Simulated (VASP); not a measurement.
Write the native input for VASP 6.6.1 that does the following.

```
Task                   : relaxation of cell and atoms
Functional             : PBEsol
Potentials or basis    : VASP PAW PBE potentials, release 64 (B, As, Cl)
Cutoff                 : 600 eV
k mesh                 : 4 × 4 × 2
Occupations            : fermi-dirac, width 0.03 eV
Spin                   : no spin polarisation
Dipole correction      : no
Further INCAR settings : ALGO = Normal; EDIFF = 1e-06; IBRION = 2; EDIFFG = -0.01; NSW = 100; ISIF = 3
```

The structure of BAsCl6 lies in POSCAR:

```
BAsCl6
1.0
    4.7286649200      0.0000000000      0.0000000000
    0.0000000000      4.7286649200      0.0000000000
    0.0000000000      0.0000000000      9.4399261600
B As Cl
1 1 6
Direct
    0.0000000000      0.0000000000      0.0000000000
    0.0000000000      0.0000000000      0.5000000000
    0.5000000000      0.5000000000      0.0000000000
    0.5000000000      0.5000000000      0.5000000000
    0.5000000000      0.0000000000      0.2569911300
    0.5000000000      0.0000000000      0.7430088700
    0.0000000000      0.5000000000      0.2569911300
    0.0000000000      0.5000000000      0.7430088700
```

The input as run:

INCAR

```
PREC     = Accurate       # precision mode
ENCUT    = 600            # plane-wave cutoff, eV
EDIFF    = 1E-6           # SCF threshold, eV
ISMEAR   = -1             # smearing method
SIGMA    = 0.03           # smearing width, eV
LREAL    = F              # projectors in reciprocal space
LASPH    = T              # aspherical terms in the spheres
NELM     = 100            # most SCF steps
ALGO     = Normal         # electronic algorithm
ISIF     = 3              # what is computed and relaxed
LWAVE    = F              # write WAVECAR
LCHARG   = F              # write CHGCAR
GGA      = PS             # functional
IBRION   = 2              # ionic algorithm
NSW      = 100            # ionic steps
EDIFFG   = -0.01          # ionic threshold
```

KPOINTS

```
Automatic mesh
0
Gamma
  4 4 2
```

Potentials or basis: VASP PAW PBE potentials, release 64 (B, As, Cl).

Run with:

```sh
$ cat potpaw_PBE.64/B/POTCAR potpaw_PBE.64/As/POTCAR potpaw_PBE.64/Cl/POTCAR > POTCAR
$ mpirun -np 1 vasp_std > vasp.out
```

Results of the run:

The relaxed volume is 20.96 Å³/atom and the relaxed cell is a = 4.339 Å, b = 4.339 Å, c = 8.905 Å, α = 90.00°, β = 90.00°, γ = 90.00°. The space group after relaxing (to 0.1 Å) is P4/mmm (No. 123), the energy gained by relaxing is 342.5 meV/atom and the ionic steps are 33. The pressure after relaxing is 0.0 GPa and the band gap on the k mesh is zero (bands 25 and 26 overlap by 0.61 eV).

Caveat: the volume moved by over 15 % at a fixed basis, so the end points are rough; the PAW data sets were made with another functional, which shifts forces and pressure a little.

Wall time 45 min on 1 thread of Intel(R) Xeon(R) Platinum 8259CL CPU @ 2.50GHz (Skylake/Cascade Lake), on a shared host, peak memory 0.42 GiB.
